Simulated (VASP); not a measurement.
# Cd (P6_3/mmc) in VASP: a series of runs

Runs on Cd. Level: LDA. Tasks: single point, relaxation of cell and atoms.

All numbers are computed with VASP 6.6.1; they aren't measurements. Logs are shortened: lines on timing, memory, paths and dates and some standing lists are left out, and cuts for length are marked.

## 1. The cell of the first run

It takes space group P6_3/mmc (No. 194, hexagonal). Conventional cell: a = 2.921 Å, b = 2.921 Å, c = 5.393 Å, α = 90.00°, β = 90.00°, γ = 120.00°. Within 3.8 Å of Cd (site symmetry -6m2) lie 12 Cd at 2.92 to 3.18 Å.

## 2. Single point, LDA

Contents of INCAR:

```
PREC = Accurate
ENCUT = 540
EDIFF = 1E-6
ISMEAR = 0
SIGMA = 0.05
LREAL = F
LASPH = T
NELM = 120
ALGO = Normal
ISIF = 2
LWAVE = F
LCHARG = F
NBANDS = 27
GGA_COMPAT = F
```

Contents of KPOINTS:

```
regular mesh
0
Gamma
  16 16 8
```

Contents of POSCAR:

```
Cd
1.0
    2.9206433348      0.0000000000      0.0000000000
   -1.4603216674      2.5293513234      0.0000000000
    0.0000000000      0.0000000000      5.3932413553
Cd
2
Direct
    0.3333333333      0.6666666667      0.7500000000
    0.6666666667      0.3333333333      0.2500000000
```

Potentials or basis: VASP PAW LDA potentials, release 64 (Cd_sv_GW).

Command:

```bash
$ cat potpaw_LDA.64/Cd_sv_GW/POTCAR > POTCAR
$ mpirun -np 1 vasp_std > vasp.out
```

OUTCAR:

```text
PREC = Accurate
   ENCUT = 540
   EDIFF = 1E-6
   ISMEAR = 0
   LREAL = F
   LASPH = T
   NELM = 120
   ISIF = 2

 ion  position               nearest neighbor table
   1  0.333  0.667  0.750-
   2  0.667  0.333  0.250-

  LATTYP: Found a hexagonal cell.
 ALAT       =     2.9206433348
 C/A-ratio  =     1.8465936224

  Lattice vectors:

 A1 = (   2.9206433348,   0.0000000000,   0.0000000000)
 A2 = (  -1.4603216674,   2.5293513234,   0.0000000000)
 A3 = (   0.0000000000,   0.0000000000,   5.3932413553)

Analysis of symmetry for initial positions (statically):
=====================================================================
 Subroutine PRICEL returns:
 Original cell was already a primitive cell.

 Routine SETGRP: Setting up the symmetry group for a
 hexagonal supercell.

 Subroutine GETGRP returns: Found 24 space group operations
 (whereof 12 operations were pure point group operations)
 out of a pool of 24 trial point group operations.

The static configuration has the point symmetry D_3d.
 The point group associated with its full space group is D_6h.

Analysis of symmetry for dynamics (positions and initial velocities):
=====================================================================
 Subroutine PRICEL returns:
 Original cell was already a primitive cell.

 Routine SETGRP: Setting up the symmetry group for a
 hexagonal supercell.

 Subroutine GETGRP returns: Found 24 space group operations
 (whereof 12 operations were pure point group operations)
 out of a pool of 24 trial point group operations.

The dynamic configuration has the point symmetry D_3d.
 The point group associated with its full space group is D_6h.

 Subroutine INISYM returns: Found 24 space group operations
 (whereof 12 operations are pure point group operations),
 and found     1 'primitive' translations

----------------------------------------------------------------------------------------

                                     Primitive cell

  volume of cell :      39.8417

  direct lattice vectors                    reciprocal lattice vectors
     2.920643335  0.000000000  0.000000000     0.342390318  0.197679142  0.000000000
    -1.460321667  2.529351323  0.000000000     0.000000000  0.395358284  0.000000000
     0.000000000  0.000000000  5.393241355     0.000000000  0.000000000  0.185417254

  length of vectors
     2.920643335  2.920643335  5.393241355     0.395358284  0.395358284  0.185417254

  position of ions in fractional coordinates (direct lattice)
     0.333333333  0.666666667  0.750000000
     0.666666667  0.333333333  0.250000000

  ion indices of the primitive-cell ions
   primitive index   ion index
                 1           1
                 2           2

----------------------------------------------------------------------------------------

 KPOINTS: regular mesh

Automatic generation of k-mesh.
 Grid dimensions read from file:
 generate k-points for:   16   16    8

 Generating k-lattice:

  Cartesian coordinates                     Fractional coordinates (reciprocal lattice)
     0.021399395  0.012354946  0.000000000     0.062500000  0.000000000  0.000000000
     0.000000000  0.024709893  0.000000000     0.000000000  0.062500000  0.000000000
     0.000000000  0.000000000  0.023177157     0.000000000  0.000000000  0.125000000

  Length of vectors
     0.024709893  0.024709893  0.023177157

  Shift w.r.t. Gamma in fractional coordinates (k-lattice)
     0.000000000  0.000000000  0.000000000

 Subroutine IBZKPT returns following result:
 ===========================================

 Found    150 irreducible k-points:

 Following reciprocal coordinates:
            Coordinates               Weight
  0.000000  0.000000  0.000000      1.000000
  0.062500  0.000000  0.000000      6.000000
  0.125000  0.000000  0.000000      6.000000
  0.187500  0.000000  0.000000      6.000000
  0.250000  0.000000  0.000000      6.000000
  0.312500  0.000000  0.000000      6.000000
[... 16 lines left out ...]
  0.187500  0.187500  0.000000      6.000000
  0.250000  0.187500  0.000000     12.000000
 [... further k-points ...]
   k-points           NKPTS =    150   k-points in BZ     NKDIM =    150   number of bands    NBANDS=     27
   number of dos      NEDOS =    301   number of ions     NIONS =      2
   total plane-waves  NPLWV =  24192
   dimension x,y,z NGX =    24 NGY =   24 NGZ =   42
   dimension x,y,z NGXF=    48 NGYF=   48 NGZF=   84
   ions per type =               2
   NGX,Y,Z   is equivalent  to a cutoff of  13.66, 13.66, 12.95 a.u.
   NGXF,Y,Z  is equivalent  to a cutoff of  27.32, 27.32, 25.89 a.u.
 SYSTEM =  unknown system
   PREC   = accura    normal or accurate (medium, high low for compatibility)
   ISTART =      0    job   : 0-new  1-cont  2-samecut
   ICHARG =      2    charge: 1-file 2-atom 10-const
   ISPIN  =      1    spin polarized calculation?
   LNONCOLLINEAR =      F non collinear calculations
   LSORBIT =      F    spin-orbit coupling
   LASPH  =      T    aspherical Exc in radial PAW
   ENCUT  =  540.0 eV  39.69 Ry    6.30 a.u.   5.53  5.53 10.22*2*pi/ulx,y,z
   NELM   =    120;   NELMIN=  2; NELMDL= -5     # of ELM steps
   EDIFF  = 0.1E-05   stopping-criterion for ELM
   LREAL  =      F    real-space projection
   EDIFFG = 0.1E-04   stopping-criterion for IOM
   NSW    =      0    number of steps for IOM
   IBRION =     -1    ionic relax: 0-MD 1-quasi-New 2-CG
   NFREE  =      0    steps in history (QN), initial steepest desc. (CG)
   ISIF   =      2    stress and relaxation
   ISYM   =      2    0-nonsym 1-usesym 2-fastsym
   POTIM  = 0.5000    time-step for ionic-motion
   TEBEG  =    0.0;   TEEND  =   0.0 temperature during run
   PSTRESS=    0.0 pullay stress
   NELECT =      40.0000    total number of electrons
   NUPDOWN=      -1.0000    fix difference up-down
   EMIN   =  10.00;   EMAX   =-10.00  energy-range for DOS
   EFERMI =   0.00;   METHOD = LEGACY
   ISMEAR =     0;   SIGMA  =   0.05  broadening in eV -4-tet -1-fermi 0-gaus
   EFERMI_NEDOS =   21; number of points for ismear=-14 and -15
   IALGO  =     38    algorithm
   IMIX   =      4    mixing-type and parameters
     AMIX     =   0.40;   BMIX     =  1.00
     AMIX_MAG =   1.60;   BMIX_MAG =  1.00
  volume/ion in A,a.u.               =      19.92       134.43
  Fermi-wavevector in a.u.,A,eV,Ry     =   1.639264  3.097760 36.561405  2.687187
  Thomas-Fermi vector in A             =   2.730099
   LORBIT       =      0    0 simple, 1 ext, 2 COOP (PROOUT), +10 PAW based schemes
   GGA     = CA    functional components
   LHFCALC =     F    Hartree Fock is set to
   AEXX    =    0.0000 exact exchange contribution
   IVDW    =     0    specifies the selected vdW correction
   LEPSILON=     F    determine dielectric tensor
   LRPA    =     F    only Hartree local field effects (RPA)
 non-spin polarized calculation
 Gauss-broadening in eV      SIGMA  =   0.05
  energy-cutoff  :      540.00
  volume of cell :       39.84
 maximum number of plane-waves:      1172
 NGX is ok and might be reduce to    24
   NGX = 11   NGY = 11   NGZ = 21

 number of electron      39.9999981 magnetization

 Free energy of the ion-electron system (eV)
  ---------------------------------------------------
  ext. energy  EPLUGINS =         0.00000000
  ---------------------------------------------------
  free energy    TOTEN  =        -3.06745647 eV

  energy without entropy =       -3.06709065  energy(sigma->0) =       -3.06727356

 E-fermi :   7.1457     XC(G=0): -12.1358

 val. band max:        7.1377919339   @ k =   0.2500   0.1875   0.0000
 cond. band min:       7.1478352770   @ k =   0.3125   0.0000   0.0000
 fundamental gap:      0.0100433431
 Fermi energy:         7.1456898551

 k-point     1 :       0.0000    0.0000    0.0000
  band No.  band energies     occupation
      1     -95.5271      2.00000
      2     -95.5249      2.00000
      3     -56.9154      2.00000
      4     -56.8819      2.00000
      5     -56.8669      2.00000
      6     -56.8669      2.00000
[... 19 lines left out ...]
     26      22.2311      0.00000
     27      23.3663      0.00000

 k-point     2 :       0.0625    0.0000    0.0000
  band No.  band energies     occupation
      1     -95.5269      2.00000
      2     -95.5248      2.00000
      3     -56.9152      2.00000
      4     -56.8824      2.00000
      5     -56.8698      2.00000
      6     -56.8682      2.00000
[... 19 lines left out ...]
     26      22.7346      0.00000
     27      23.2929      0.00000

 k-point     3 :       0.1250    0.0000    0.0000
  band No.  band energies     occupation
      1     -95.5262      2.00000
      2     -95.5243      2.00000
      3     -56.9137      2.00000
      4     -56.8826      2.00000
      5     -56.8773      2.00000
      6     -56.8731      2.00000
[... 19 lines left out ...]
     26      22.5991      0.00000
     27      22.6821      0.00000

 k-point     4 :       0.1875    0.0000    0.0000
  band No.  band energies     occupation
      1     -95.5252      2.00000
      2     -95.5234      2.00000
      3     -56.9112      2.00000
      4     -56.8883      2.00000
      5     -56.8844      2.00000
      6     -56.8828      2.00000
[... 19 lines left out ...]
     26      20.6433      0.00000
     27      21.0842      0.00000
[... 516 lines left out ...]
      4     -56.9279      2.00000
      5     -56.8960      2.00000
      6     -56.8916      2.00000
[... 19 lines left out ...]
     26      18.0118      0.00000
     27      18.5612      0.00000

 k-point    23 :       0.1875    0.1875    0.0000
  band No.  band energies     occupation
      1     -95.5224      2.00000
      2     -95.5212      2.00000
      3     -56.9108      2.00000
      4     -56.9105      2.00000
      5     -56.9032      2.00000
      6     -56.8849      2.00000
[... 19 lines left out ...]
     26      17.8389      0.00000
     27      18.3061      0.00000

 k-point    24 :       0.2500    0.1875    0.0000
  band No.  band energies     occupation
      1     -95.5214      2.00000
      2     -95.5204      2.00000
      3     -56.9185      2.00000
      4     -56.9172      2.00000
      5     -56.8998      2.00000
      6     -56.8906      2.00000
[... 19 lines left out ...]
     26      17.0291      0.00000
     27      17.6825      0.00000

 [... further k-points ...]

------------------------ aborting loop because EDIFF is reached ----------------------------------------

  FORCE on cell =-STRESS in cart. coord.  units (eV):
  Direction    XX          YY          ZZ          XY          YZ          ZX
  --------------------------------------------------------------------------------------
  -------------------------------------------------------------------------------------
  Total       -0.5426129     -0.5426129     -0.6111944      0.0000000     -0.0000000      0.0000000
  in kB      -21.8204246    -21.8204246    -24.5783330      0.0000000     -0.0000000      0.0000000
  external PRESSURE =     -22.7397274 kB  Pullay stress =       0.0000000 kB

 VOLUME and BASIS-vectors are now :
 -----------------------------------------------------------------------------
  energy-cutoff  :      540.00
  volume of cell :       39.84
      direct lattice vectors                 reciprocal lattice vectors
     2.920643335  0.000000000  0.000000000     0.342390318  0.197679142  0.000000000
    -1.460321667  2.529351323  0.000000000     0.000000000  0.395358284  0.000000000
     0.000000000  0.000000000  5.393241355     0.000000000  0.000000000  0.185417254

 POSITION                                       TOTAL-FORCE (eV/Angst)
 -----------------------------------------------------------------------------------
     -0.00000      1.68623      4.04493        -0.000000      0.000000      0.000000
      1.46032      0.84312      1.34831         0.000000     -0.000000      0.000000
 -----------------------------------------------------------------------------------
    total drift:                               -0.000000      0.000000      0.000000

  FREE ENERGIE OF THE ION-ELECTRON SYSTEM (eV)
  ---------------------------------------------------
  free  energy   TOTEN  =        -3.0674564695 eV

  energy  without entropy=       -3.0670906529  energy(sigma->0) =       -3.06727356
```

It took 1.9 min on 1 thread of Intel Xeon Platinum 8259CL at 2.50GHz (Skylake/Cascade Lake), shared host; peak memory 0.27 GiB.

What came out:

| Item | Value |
| --- | --- |
| Free energy | -3.0675 eV |
| Pressure | -2.3 GPa |
| Band gap on the k mesh | zero (bands 20 and 21 overlap by 3.91 eV) |

Levels at points of the mesh, in eV from the Fermi level:
```tsv
k point	band 17	band 18	band 19	band 20	band 21	band 22	band 23	band 24
(0.00, 0.00, 0.00)	-8.90	-8.56	-8.56	-3.41	-2.83	11.17	13.78	14.99
(0.50, 0.00, 0.00)	-8.29	-8.25	-2.71	-2.06	2.10	2.98	3.55	5.52
(0.00, 0.00, 0.50)	-8.70	-8.70	-7.89	-7.89	4.20	4.20	14.05	14.05
(0.50, 0.00, 0.50)	-8.27	-8.27	-1.88	-1.88	0.11	0.11	8.44	8.44
```

## 3. Relaxation of cell and atoms, LDA

This run uses another cell than the first one, of 21.61 Å³/atom.

Contents of INCAR:

```
PREC = Accurate
ENCUT = 540
EDIFF = 1E-7
ISMEAR = 0
SIGMA = 0.05
LREAL = False
LASPH = True
NELM = 120
ALGO = Normal
ISIF = 3
LWAVE = False
LCHARG = False
IBRION = 2
NSW = 80
EDIFFG = -0.01
GGA_COMPAT = False
NELMIN = 4
```

Contents of KPOINTS:

```
Automatic mesh
0
Gamma
  16 16 8
```

Contents of POSCAR:

```
Cd
1.0
    2.9800000000      0.0000000000      0.0000000000
   -1.4900000000      2.5807557033      0.0000000000
    0.0000000000      0.0000000000      5.6202800000
Cd
2
Direct
    0.3333333333      0.6666666667      0.7500000000
    0.6666666667      0.3333333333      0.2500000000
```

Potentials or basis: VASP PAW LDA potentials, release 64 (Cd_sv_GW).

Command:

```bash
$ cat potpaw_LDA.64/Cd_sv_GW/POTCAR > POTCAR
$ mpirun -np 1 vasp_std > vasp.out
```

It took 8.5 min on 1 thread of Intel Xeon Platinum 8259CL at 2.50GHz (Skylake/Cascade Lake), shared host; peak memory 0.29 GiB.

The run converged. Its results:

```
Free energy                           : -3.1120 eV
Relaxed volume                        : 19.59 Å³/atom
Relaxed cell                          : a = 2.908 Å, b = 2.908 Å, c = 5.349 Å, α = 90.00°, β = 90.00°, γ = 120.00°
Space group after relaxing (to 0.1 Å) : P6_3/mmc (No. 194)
Energy gained by relaxing             : 45.4 meV/atom
Ionic steps                           : 5
Pressure after relaxing               : 0.0 GPa
Band gap on the k mesh                : zero (bands 20 and 21 overlap by 3.91 eV)
```

The path:
```csv
step,energy change (eV),largest force (eV/Å),pressure (GPa),volume (Å³)
1,0.0000,0.0000,-6.61,43.22
2,-0.0642,0.0000,4.18,37.88
3,-0.0846,0.0000,0.00,39.49
4,-0.0896,0.0000,-0.03,39.32
5,-0.0908,0.0000,0.00,39.19
```

Final structure:
```yaml
crystal:
  lattice:
    - [2.90836, 0.00000, 0.00000]
    - [-1.45418, 2.51871, 0.00000]
    - [0.00000, 0.00000, 5.34929]
  atoms:
    - { symbol: Cd, position: [0.33333, 0.66667, 0.75000] }
    - { symbol: Cd, position: [0.66667, 0.33333, 0.25000] }
```

Levels at points of the mesh, in eV from the Fermi level:
```csv
k point,band 17,band 18,band 19,band 20,band 21,band 22,band 23,band 24
"(0.00, 0.00, 0.00)",-8.96,-8.60,-8.60,-3.50,-2.79,11.33,13.76,15.10
"(0.50, 0.00, 0.00)",-8.33,-8.30,-2.79,-2.11,2.13,2.98,3.64,5.55
"(0.00, 0.00, 0.50)",-8.75,-8.75,-8.01,-8.01,4.29,4.29,14.03,14.03
"(0.50, 0.00, 0.50)",-8.31,-8.31,-1.96,-1.96,0.12,0.12,8.54,8.54
```

The gap in the log of VASP goes by the Fermi energy; the results here count the filled bands.